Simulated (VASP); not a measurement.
# GaSb (F-43m) in VASP: notebook, part 2 of 3

VASP 6.6.1.

### 3 Single point, PBEsol

This run uses another cell than the first one, of 30.60 Å³/atom.

File INCAR:

```
PREC = Accurate
ENCUT = 520
EDIFF = 1E-6
ISMEAR = -1
SIGMA = 0.15
LREAL = F
LASPH = T
NELM = 80
ALGO = Normal
ISIF = 2
LWAVE = F
LCHARG = F
GGA = PS
NBANDS = 16
```

File KPOINTS:

```
regular mesh
0
Gamma
  12 12 12
```

File POSCAR:

```
GaSb
1.0
    0.0000000000      3.1277262593      3.1277262593
    3.1277262593      0.0000000000      3.1277262593
    3.1277262593      3.1277262593      0.0000000000
Ga Sb
1 1
Direct
    0.0000000000      0.0000000000      0.0000000000
    0.7500000000      0.7500000000      0.7500000000
```

Potentials or basis: VASP PAW PBE potentials, release 64 (Ga_d, Sb).

Started as:

```sh
$ cat potpaw_PBE.64/Ga_d/POTCAR potpaw_PBE.64/Sb/POTCAR > POTCAR
$ mpirun -np 1 vasp_std > vasp.out
```

OUTCAR:

```text
PREC = Accurate
   ENCUT = 520
   EDIFF = 1E-6
   ISMEAR = -1
   LREAL = F
   LASPH = T
   NELM = 80
   ISIF = 2
   GGA = PS

 ion  position               nearest neighbor table
   1  0.000  0.000  0.000-   2 2.71   2 2.71   2 2.71   2 2.71
   2  0.750  0.750  0.750-   1 2.71   1 2.71   1 2.71   1 2.71

  LATTYP: Found a face centered cubic cell.
 ALAT       =     6.2554525186

  Lattice vectors:

 A1 = (   0.0000000000,   3.1277262593,   3.1277262593)
 A2 = (   3.1277262593,   0.0000000000,   3.1277262593)
 A3 = (   3.1277262593,   3.1277262593,   0.0000000000)

Analysis of symmetry for initial positions (statically):
=====================================================================
 Subroutine PRICEL returns:
 Original cell was already a primitive cell.

 Routine SETGRP: Setting up the symmetry group for a
 face centered cubic supercell.

 Subroutine GETGRP returns: Found 24 space group operations
 (whereof 24 operations were pure point group operations)
 out of a pool of 48 trial point group operations.

The static configuration has the point symmetry T_d .

Analysis of symmetry for dynamics (positions and initial velocities):
=====================================================================
 Subroutine PRICEL returns:
 Original cell was already a primitive cell.

 Routine SETGRP: Setting up the symmetry group for a
 face centered cubic supercell.

 Subroutine GETGRP returns: Found 24 space group operations
 (whereof 24 operations were pure point group operations)
 out of a pool of 48 trial point group operations.

The dynamic configuration has the point symmetry T_d .

 Subroutine INISYM returns: Found 24 space group operations
 (whereof 24 operations are pure point group operations),
 and found     1 'primitive' translations

----------------------------------------------------------------------------------------

                                     Primitive cell
[... 109 lines left out ...]
   IMIX   =      4    mixing-type and parameters
     AMIX     =   0.40;   BMIX     =  1.00
     AMIX_MAG =   1.60;   BMIX_MAG =  1.00
  volume/ion in A,a.u.               =      30.60       206.48
  Fermi-wavevector in a.u.,A,eV,Ry     =   1.088747  2.057433 16.127935  1.185370
  Thomas-Fermi vector in A             =   2.224935
   LORBIT       =      0    0 simple, 1 ext, 2 COOP (PROOUT), +10 PAW based schemes
   GGA     = PS    functional components
   LHFCALC =     F    Hartree Fock is set to
   AEXX    =    0.0000 exact exchange contribution
   IVDW    =     0    specifies the selected vdW correction
   LEPSILON=     F    determine dielectric tensor
   LRPA    =     F    only Hartree local field effects (RPA)
 non-spin polarized calculation
  energy-cutoff  :      520.00
  volume of cell :       61.20
 maximum number of plane-waves:      1676
 NGX is ok and might be reduce to    36
   NGX = 17   NGY = 17   NGZ = 17

 number of electron      17.9999995 magnetization

 Free energy of the ion-electron system (eV)
  ---------------------------------------------------
  ext. energy  EPLUGINS =         0.00000000
  ---------------------------------------------------
  free energy    TOTEN  =        -8.11813027 eV

  energy without entropy =       -8.10900699  energy(sigma->0) =       -8.11356863

 E-fermi :   4.2218     XC(G=0):  -8.9816

 val. band max:        4.0731539166   @ k =   0.0000   0.0000   0.0000
 cond. band min:       4.2908597637   @ k =   0.5000   0.0000   0.0000
 fundamental gap:      0.2177058472
 Fermi energy:         4.2218470466

 k-point     1 :       0.0000    0.0000    0.0000
  band No.  band energies     occupation
      1     -10.8012      2.00000
      2     -10.8012      2.00000
      3     -10.8012      2.00000
      4     -10.7602      2.00000
      5     -10.7602      2.00000
      6      -6.9861      2.00000
[... 433 lines left out ...]
      3     -10.7901      2.00000
      4     -10.7614      2.00000
      5     -10.7602      2.00000
      6      -5.3474      2.00000
[... 8 lines left out ...]
     15      12.5753      0.00000
     16      12.9404      0.00000

 [... further k-points ...]

------------------------ aborting loop because EDIFF is reached ----------------------------------------

  FORCE on cell =-STRESS in cart. coord.  units (eV):
  Direction    XX          YY          ZZ          XY          YZ          ZX
  --------------------------------------------------------------------------------------
  -------------------------------------------------------------------------------------
  Total       -1.1194203     -1.1194203     -1.1194203      0.0000000      0.0000000     -0.0000000
  in kB      -29.3080928    -29.3080928    -29.3080928      0.0000000      0.0000000     -0.0000000
  external PRESSURE =     -29.3080928 kB  Pullay stress =       0.0000000 kB

 VOLUME and BASIS-vectors are now :
 -----------------------------------------------------------------------------
  energy-cutoff  :      520.00
  volume of cell :       61.20
      direct lattice vectors                 reciprocal lattice vectors
     0.000000000  3.127726259  3.127726259    -0.159860537  0.159860537  0.159860537
     3.127726259  0.000000000  3.127726259     0.159860537 -0.159860537  0.159860537
     3.127726259  3.127726259  0.000000000     0.159860537  0.159860537 -0.159860537

 POSITION                                       TOTAL-FORCE (eV/Angst)
 -----------------------------------------------------------------------------------
      0.00000      0.00000      0.00000         0.000000      0.000000      0.000000
      4.69159      4.69159      4.69159        -0.000000     -0.000000     -0.000000
 -----------------------------------------------------------------------------------
    total drift:                               -0.000000     -0.000000     -0.000000

  FREE ENERGIE OF THE ION-ELECTRON SYSTEM (eV)
  ---------------------------------------------------
  free  energy   TOTEN  =        -8.1181302740 eV

  energy  without entropy=       -8.1090069934  energy(sigma->0) =       -8.11356863
```

OSZICAR:

```text
N       E                     dE             d eps       ncg     rms          rms(c)
DAV:   1     0.825942502386E+02    0.82594E+02   -0.85320E+03  2344   0.135E+03
DAV:   2    -0.173292506895E+01   -0.84327E+02   -0.81250E+02  2752   0.296E+02
DAV:   3    -0.808923676020E+01   -0.63563E+01   -0.63423E+01  2776   0.655E+01
DAV:   4    -0.820034524672E+01   -0.11111E+00   -0.11110E+00  2928   0.960E+00
DAV:   5    -0.820298897555E+01   -0.26437E-02   -0.26437E-02  2928   0.130E+00    0.286E+00
DAV:   6    -0.813911265905E+01    0.63876E-01   -0.81321E-02  3184   0.463E+00    0.166E+00
DAV:   7    -0.811790351984E+01    0.21209E-01   -0.34442E-02  2896   0.166E+00    0.354E-01
DAV:   8    -0.811782955835E+01    0.73961E-04   -0.44239E-03  3096   0.761E-01    0.800E-02
DAV:   9    -0.811811814270E+01   -0.28858E-03   -0.41813E-04  2672   0.165E-01    0.310E-02
DAV:  10    -0.811812123446E+01   -0.30918E-05   -0.20880E-05  3056   0.410E-02    0.713E-03
DAV:  11    -0.811813002351E+01   -0.87891E-05   -0.10974E-05  2624   0.211E-02    0.428E-03
DAV:  12    -0.811813027402E+01   -0.25051E-06   -0.61129E-07  2536   0.783E-03
   1 F= -.81181303E+01 E0= -.81135686E+01  d E =-.912328E-02
```

It took 1.9 min on 1 thread of Intel Xeon 8259CL, shared host; peak memory 0.25 GiB.

Results:

```yaml
Free_energy: -8.1181 eV
Pressure: -2.9 GPa
Band_gap_on_the_k_mesh: zero (filled and empty bands touch)
```

Caveat: semilocal functionals underestimate gaps, so a narrow gap can read as zero; the PAW data sets were made with another functional, which shifts forces and pressure a little; spin-orbit coupling is left out, which moves the levels of the heavy elements.

(Part 2 of 3 ends here.)
